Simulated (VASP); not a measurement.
# CdSeS4 (P4/mmm) in VASP: single point with PBE

Aim: the single point of CdSeS4 with PBE.

Everything below comes from runs of VASP 6.6.1. Logs are shortened: lines on timing, memory, paths and dates and some standing lists are left out, and cuts for length are marked.

**1. The cell of the first run**

The structure is tetragonal, space group P4/mmm (No. 123). Conventional cell: a = 5.163 Å, b = 5.163 Å, c = 4.997 Å, α = 90.00°, β = 90.00°, γ = 90.00°. Cd (site symmetry 4/mmm) has 8 S at 2.96 Å within 3.9 Å. Se (site symmetry 4/mmm) has 8 S at 2.78 Å within 3.7 Å. S (site symmetry 2mm) has 1 S at 2.08 Å and 2 Se at 2.78 Å within 2.8 Å.

**2. Single point, PBE**

File POSCAR:

```
CdSeS4
1.0
    5.1632998631      0.0000000000      0.0000000000
    0.0000000000      5.1632998631      0.0000000000
    0.0000000000      0.0000000000      4.9971818941
Cd Se S
1 1 4
Direct
    0.5000000000      0.5000000000      0.5000000000
    0.0000000000      0.0000000000      0.0000000000
    0.5000000000      0.0000000000      0.7917559331
    0.0000000000      0.5000000000      0.2082440669
    0.5000000000      0.0000000000      0.2082440669
    0.0000000000      0.5000000000      0.7917559331
```

File INCAR.step1:

```
  PREC = Accurate
  ENCUT = 520
  EDIFF = 1E-6
  ISMEAR = 0
  SIGMA = 0.1
  LREAL = False
  LASPH = True
  NELM = 60
  ALGO = Normal
  ISIF = 2
  LWAVE = False
  LCHARG = True
  GGA = PE
  NBANDS = 30
```

File KPOINTS.step1:

```
Automatic mesh
0
Gamma
  8 8 8
```

File INCAR.step2:

```
  PREC = Accurate
  ENCUT = 520
  EDIFF = 1E-6
  ISMEAR = -5
  SIGMA = 0.1
  LREAL = False
  LASPH = True
  NELM = 60
  ALGO = Normal
  ISIF = 2
  LWAVE = False
  LCHARG = False
  GGA = PE
  LORBIT = 11
  NEDOS = 2001
  ICHARG = 11
```

File KPOINTS.step2:

```
Automatic mesh
0
Gamma
  12 12 12
```

Potentials or basis: VASP PAW PBE potentials, release 64 (Cd, Se, S).

Launch:

```sh
cat potpaw_PBE.64/Cd/POTCAR potpaw_PBE.64/Se/POTCAR potpaw_PBE.64/S/POTCAR > POTCAR
cp INCAR.step1 INCAR
cp KPOINTS.step1 KPOINTS
mpirun -np 1 vasp_std > vasp.out
cp INCAR.step2 INCAR
cp KPOINTS.step2 KPOINTS
mpirun -np 1 vasp_std > vasp.out
```

OUTCAR:

```text
PREC = Accurate
   ENCUT = 520
   EDIFF = 1E-6
   ISMEAR = -5
   LREAL = False
   LASPH = True
   NELM = 60
   ISIF = 2
   GGA = PE
   LORBIT = 11
   ICHARG = 11

 ion  position               nearest neighbor table
   1  0.500  0.500  0.500-   3 2.96   4 2.96   5 2.96   6 2.96   3 2.96   5 2.96   4 2.96   6 2.96

   2  0.000  0.000  0.000-   3 2.78   4 2.78   5 2.78   6 2.78   4 2.78   6 2.78   3 2.78   5 2.78

   3  0.500  0.000  0.792-   5 2.08   2 2.78   2 2.78   1 2.96   1 2.96
   4  0.000  0.500  0.208-   6 2.08   2 2.78   2 2.78   1 2.96   1 2.96
   5  0.500  0.000  0.208-   3 2.08   2 2.78   2 2.78   1 2.96   1 2.96
   6  0.000  0.500  0.792-   4 2.08   2 2.78   2 2.78   1 2.96   1 2.96

  LATTYP: Found a simple tetragonal cell.
 ALAT       =     5.1632998631
 C/A-ratio  =     0.9678271699

  Lattice vectors:

 A1 = (   5.1632998631,   0.0000000000,   0.0000000000)
 A2 = (   0.0000000000,   5.1632998631,   0.0000000000)
 A3 = (   0.0000000000,   0.0000000000,   4.9971818941)

Analysis of symmetry for initial positions (statically):
=====================================================================
 Subroutine PRICEL returns:
 Original cell was already a primitive cell.

 Routine SETGRP: Setting up the symmetry group for a
 simple tetragonal supercell.

 Subroutine GETGRP returns: Found 16 space group operations
 (whereof 16 operations were pure point group operations)
 out of a pool of 16 trial point group operations.

The static configuration has the point symmetry D_4h.

Analysis of symmetry for dynamics (positions and initial velocities):
=====================================================================
 Subroutine PRICEL returns:
 Original cell was already a primitive cell.

 Routine SETGRP: Setting up the symmetry group for a
 simple tetragonal supercell.

 Subroutine GETGRP returns: Found 16 space group operations
 (whereof 16 operations were pure point group operations)
 out of a pool of 16 trial point group operations.

The dynamic configuration has the point symmetry D_4h.

 Subroutine INISYM returns: Found 16 space group operations
 (whereof 16 operations are pure point group operations),
 and found     1 'primitive' translations

----------------------------------------------------------------------------------------

                                     Primitive cell

  volume of cell :     133.2232

  direct lattice vectors                    reciprocal lattice vectors
     5.163299863  0.000000000  0.000000000     0.193674593  0.000000000  0.000000000
     0.000000000  5.163299863  0.000000000     0.000000000  0.193674593  0.000000000
     0.000000000  0.000000000  4.997181894     0.000000000  0.000000000  0.200112788

  length of vectors
     5.163299863  5.163299863  4.997181894     0.193674593  0.193674593  0.200112788

  position of ions in fractional coordinates (direct lattice)
     0.500000000  0.500000000  0.500000000
     0.000000000  0.000000000  0.000000000
     0.500000000  0.000000000  0.791755933
     0.000000000  0.500000000  0.208244067
     0.500000000  0.000000000  0.208244067
     0.000000000  0.500000000  0.791755933

  ion indices of the primitive-cell ions
   primitive index   ion index
                 1           1
                 2           2
                 3           3
                 4           4
                 5           5
                 6           6

----------------------------------------------------------------------------------------

 KPOINTS: Automatic mesh

Automatic generation of k-mesh.
 Grid dimensions read from file:
 generate k-points for:   12   12   12

 Generating k-lattice:

  Cartesian coordinates                     Fractional coordinates (reciprocal lattice)
     0.016139549  0.000000000  0.000000000     0.083333333  0.000000000  0.000000000
     0.000000000  0.016139549  0.000000000     0.000000000  0.083333333  0.000000000
     0.000000000  0.000000000  0.016676066     0.000000000  0.000000000  0.083333333

  Length of vectors
     0.016139549  0.016139549  0.016676066

  Shift w.r.t. Gamma in fractional coordinates (k-lattice)
     0.000000000  0.000000000  0.000000000

 TETIRR: Found   2592 inequivalent tetrahedra from    10368

 Subroutine IBZKPT returns following result:
 ===========================================

 Found    196 irreducible k-points:

 Following reciprocal coordinates:
            Coordinates               Weight
  0.000000  0.000000  0.000000      1.000000
  0.083333  0.000000  0.000000      4.000000
  0.166667  0.000000  0.000000      4.000000
  0.250000  0.000000  0.000000      4.000000
  0.333333  0.000000  0.000000      4.000000
  0.416667  0.000000  0.000000      4.000000
[... 16 lines left out ...]
  0.333333  0.333333  0.000000      4.000000
  0.416667  0.333333  0.000000      8.000000
 [... further k-points ...]
   k-points           NKPTS =    196   k-points in BZ     NKDIM =    196   number of bands    NBANDS=     25
   number of dos      NEDOS =   2001   number of ions     NIONS =      6
   total plane-waves  NPLWV =  64000
   dimension x,y,z NGX =    40 NGY =   40 NGZ =   40
   dimension x,y,z NGXF=    80 NGYF=   80 NGZF=   80
   ions per type =               1   1   4
   NGX,Y,Z   is equivalent  to a cutoff of  12.88, 12.88, 13.31 a.u.
   NGXF,Y,Z  is equivalent  to a cutoff of  25.76, 25.76, 26.61 a.u.
 SYSTEM =  unknown system
   PREC   = accura    normal or accurate (medium, high low for compatibility)
   ISTART =      0    job   : 0-new  1-cont  2-samecut
   ICHARG =     11    charge: 1-file 2-atom 10-const
   ISPIN  =      1    spin polarized calculation?
   LNONCOLLINEAR =      F non collinear calculations
   LSORBIT =      F    spin-orbit coupling
   LASPH  =      T    aspherical Exc in radial PAW
   ENCUT  =  520.0 eV  38.22 Ry    6.18 a.u.   9.60  9.60  9.29*2*pi/ulx,y,z
   NELM   =     60;   NELMIN=  2; NELMDL=  0     # of ELM steps
   EDIFF  = 0.1E-05   stopping-criterion for ELM
   LREAL  =      F    real-space projection
   EDIFFG = 0.1E-04   stopping-criterion for IOM
   NSW    =      0    number of steps for IOM
   IBRION =     -1    ionic relax: 0-MD 1-quasi-New 2-CG
   NFREE  =      0    steps in history (QN), initial steepest desc. (CG)
   ISIF   =      2    stress and relaxation
   ISYM   =      2    0-nonsym 1-usesym 2-fastsym
   POTIM  = 0.5000    time-step for ionic-motion
   TEBEG  =    0.0;   TEEND  =   0.0 temperature during run
   PSTRESS=    0.0 pullay stress
   NELECT =      42.0000    total number of electrons
   NUPDOWN=      -1.0000    fix difference up-down
   EMIN   =  10.00;   EMAX   =-10.00  energy-range for DOS
   EFERMI =   0.00;   METHOD = LEGACY
   ISMEAR =    -5;   SIGMA  =   0.10  broadening in eV -4-tet -1-fermi 0-gaus
   EFERMI_NEDOS =   21; number of points for ismear=-14 and -15
   IALGO  =     38    algorithm
   IMIX   =      4    mixing-type and parameters
     AMIX     =   0.40;   BMIX     =  1.00
     AMIX_MAG =   1.60;   BMIX_MAG =  1.00
  volume/ion in A,a.u.               =      22.20       149.84
  Fermi-wavevector in a.u.,A,eV,Ry     =   1.114204  2.105540 16.890955  1.241450
  Thomas-Fermi vector in A             =   2.250796
   LORBIT       =     11    0 simple, 1 ext, 2 COOP (PROOUT), +10 PAW based schemes
   GGA     = PE    functional components
   LHFCALC =     F    Hartree Fock is set to
   AEXX    =    0.0000 exact exchange contribution
   IVDW    =     0    specifies the selected vdW correction
   LEPSILON=     F    determine dielectric tensor
   LRPA    =     F    only Hartree local field effects (RPA)
 non-spin polarized calculation
 Fermi weights with tetrahedron method with Bloechl corrections
  energy-cutoff  :      520.00
  volume of cell :      133.22
 maximum number of plane-waves:      3639
 NGX is ok and might be reduce to    40

 number of electron      41.9999995 magnetization

 Free energy of the ion-electron system (eV)
  ---------------------------------------------------
  ext. energy  EPLUGINS =         0.00000000
  ---------------------------------------------------
  free energy    TOTEN  =       -18.77874706 eV

  energy without entropy =      -18.77874706  energy(sigma->0) =      -18.77874706

 E-fermi :   3.9653     XC(G=0):  -9.4910

 val. band max:        3.9958486262   @ k =   0.2500   0.2500   0.0833
 cond. band min:       3.9143539783   @ k =   0.3333   0.3333   0.1667
 fundamental gap:     -0.0814946480
 Fermi energy:         3.9652834935

 k-point     1 :       0.0000    0.0000    0.0000
  band No.  band energies     occupation
      1     -12.3910      2.00000
      2     -11.0932      2.00000
      3      -8.0561      2.00000
      4      -7.0380      2.00000
      5      -6.2451      2.00000
      6      -4.7323      2.00000
[... 17 lines left out ...]
     24       5.5745      0.00000
     25       8.4702      0.00000

 k-point     2 :       0.0833    0.0000    0.0000
  band No.  band energies     occupation
      1     -12.3695      2.00000
      2     -11.1070      2.00000
      3      -8.1085      2.00000
      4      -7.0286      2.00000
      5      -6.2663      2.00000
      6      -4.7322      2.00000
[... 17 lines left out ...]
     24       5.5910      0.00000
     25       8.5537      0.00000
[... 586 lines left out ...]
     24       5.4981      0.00000
     25       8.1648      0.00000

 k-point    24 :       0.4167    0.3333    0.0000
  band No.  band energies     occupation
      1     -11.6648      2.00000
      2     -11.4207      2.00000
      3      -9.4011      2.00000
      4      -6.7860      2.00000
      5      -6.6849      2.00000
      6      -4.6662      2.00000
[... 17 lines left out ...]
     24       5.7488      0.00000
     25       7.9718      0.00000

 [... further k-points ...]

------------------------ aborting loop because EDIFF is reached ----------------------------------------

  FORCE on cell =-STRESS in cart. coord.  units (eV):
  Direction    XX          YY          ZZ          XY          YZ          ZX
  --------------------------------------------------------------------------------------
  -------------------------------------------------------------------------------------
  Total        0.1352266      0.1352266     -0.5331546      0.0000000      0.0000000      0.0000000
  in kB        1.6262712      1.6262712     -6.4118576      0.0000000      0.0000000      0.0000000
  external PRESSURE =      -1.0531051 kB  Pullay stress =       0.0000000 kB

 VOLUME and BASIS-vectors are now :
 -----------------------------------------------------------------------------
  energy-cutoff  :      520.00
  volume of cell :      133.22
      direct lattice vectors                 reciprocal lattice vectors
     5.163299863  0.000000000  0.000000000     0.193674593  0.000000000  0.000000000
     0.000000000  5.163299863  0.000000000     0.000000000  0.193674593  0.000000000
     0.000000000  0.000000000  4.997181894     0.000000000  0.000000000  0.200112788

 POSITION                                       TOTAL-FORCE (eV/Angst)
 -----------------------------------------------------------------------------------
      2.58165      2.58165      2.49859        -0.000000     -0.000000      0.000000
      0.00000      0.00000      0.00000        -0.000000     -0.000000      0.000000
      2.58165      0.00000      3.95655        -0.000000      0.000000      0.182564
      0.00000      2.58165      1.04063         0.000000      0.000000     -0.182564
      2.58165      0.00000      1.04063        -0.000000     -0.000000     -0.182564
      0.00000      2.58165      3.95655        -0.000000      0.000000      0.182564
 -----------------------------------------------------------------------------------
    total drift:                                0.000000      0.000000     -0.000000

  FREE ENERGIE OF THE ION-ELECTRON SYSTEM (eV)
  ---------------------------------------------------
  free  energy   TOTEN  =       -18.7787470552 eV

  energy  without entropy=      -18.7787470552  energy(sigma->0) =      -18.77874706

 total charge

# of ion       s       p       d       tot
------------------------------------------
    1        0.389   0.170   9.576  10.135
    2        1.551   1.996   0.061   3.609
    3        1.379   2.230   0.000   3.609
    4        1.379   2.230   0.000   3.609
    5        1.379   2.230   0.000   3.609
    6        1.379   2.230   0.000   3.609
--------------------------------------------------
tot          7.456  11.085   9.637  28.178
```

It took 5.1 min on 1 thread of Intel Xeon 6975P-C (Granite Rapids), shared host; peak memory 0.71 GiB.

What came out:

| Property | Result |
| --- | --- |
| Valence electrons inside the program's atomic spheres | Cd 10.13; Se 3.61; S 3.61 |

Levels at points of the mesh, in eV from the Fermi level:
| k point | band 17 | band 18 | band 19 | band 20 | band 21 | band 22 | band 23 | band 24 | band 25 |
| --- | --- | --- | --- | --- | --- | --- | --- | --- | --- |
| (0.00, 0.00, 0.00) | -1.70 | -1.52 | -1.52 | -0.37 | 0.03 | 0.03 | 1.61 | 1.61 | 4.50 |
| (0.50, 0.00, 0.00) | -3.17 | -1.53 | -1.25 | -1.15 | -0.55 | 1.16 | 1.40 | 1.89 | 4.34 |
| (0.50, 0.50, 0.00) | -2.58 | -2.32 | -1.80 | -1.80 | 0.10 | 0.18 | 0.74 | 2.18 | 3.70 |
| (0.00, 0.00, 0.50) | -2.98 | -2.98 | -2.39 | -1.06 | -1.06 | -0.67 | 1.21 | 1.40 | 2.50 |
| (0.50, 0.00, 0.50) | -3.41 | -2.73 | -2.43 | -1.96 | -1.28 | 0.09 | 0.61 | 1.30 | 2.48 |
| (0.50, 0.50, 0.50) | -2.50 | -2.47 | -1.75 | -1.75 | -0.56 | -0.26 | 0.55 | 0.55 | 1.64 |
